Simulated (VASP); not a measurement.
A run of VASP 6.6.1 is set up as follows.

INCAR

```
SYSTEM = KTaO3
  PREC = Accurate
  ENCUT = 520
  EDIFF = 1E-8
  ISMEAR = -1
  SIGMA = 0.01
  LREAL = .False.
  LASPH = .True.
  NELM = 100
  ALGO = Normal
  ISIF = 2
  LWAVE = .False.
  LCHARG = .False.
  GGA = CA
  LEFG = .True.
  NBANDS = 27
```

The input KPOINTS:

```
Automatic mesh
0
Gamma
  5 5 5
  0 0 0
```

The input POSCAR:

```
KTaO3
1.0
    3.9883000000     -0.0598245000     -0.0598245000
   -0.0598245000      3.9883000000     -0.0598245000
   -0.0598245000     -0.0598245000      3.9883000000
K Ta O
1 1 3
Direct
    0.5000000000      0.5000000000      0.5000000000
    0.0000000000      0.0000000000      0.0000000000
    0.5000000000      0.0000000000      0.0000000000
    0.0000000000      0.5000000000      0.0000000000
    0.0000000000      0.0000000000      0.5000000000
```

Potentials or basis: VASP PAW LDA potentials, release 64 (K_sv, Ta_pv, O).

Command:

```sh
$ cat potpaw_LDA.64/K_sv/POTCAR potpaw_LDA.64/Ta_pv/POTCAR potpaw_LDA.64/O/POTCAR > POTCAR
$ mpirun -np 1 vasp_std > vasp.out
```

Task: What does it give for the pressure?

Result: -4.3 GPa.

Task: Estimate the band gap on the k mesh.

Result: 2.01 eV (least direct gap 2.41 eV).

Electric field gradients, principal values (V/Å²):
```tsv
atom	least	middle	greatest (by size)
1 K	2.100	2.100	-4.199
2 Ta	-34.876	-34.876	69.753
3 O	-6.994	-9.020	16.014
4 O	-6.994	-9.020	16.014
5 O	-6.994	-9.020	16.014
```

Caveat: the cell differs from its parent crystal (equal xy, yz and zx shear strains of -3 %); the cell stands under tension; without QUAD_EFG the Cq values of the log hold for a quadrupole moment of 1 mb, not for the nuclei; spin-orbit coupling is left out, which moves the levels of the heavy elements; an odd mesh through Γ misses points on the zone boundary, where band edges can lie.
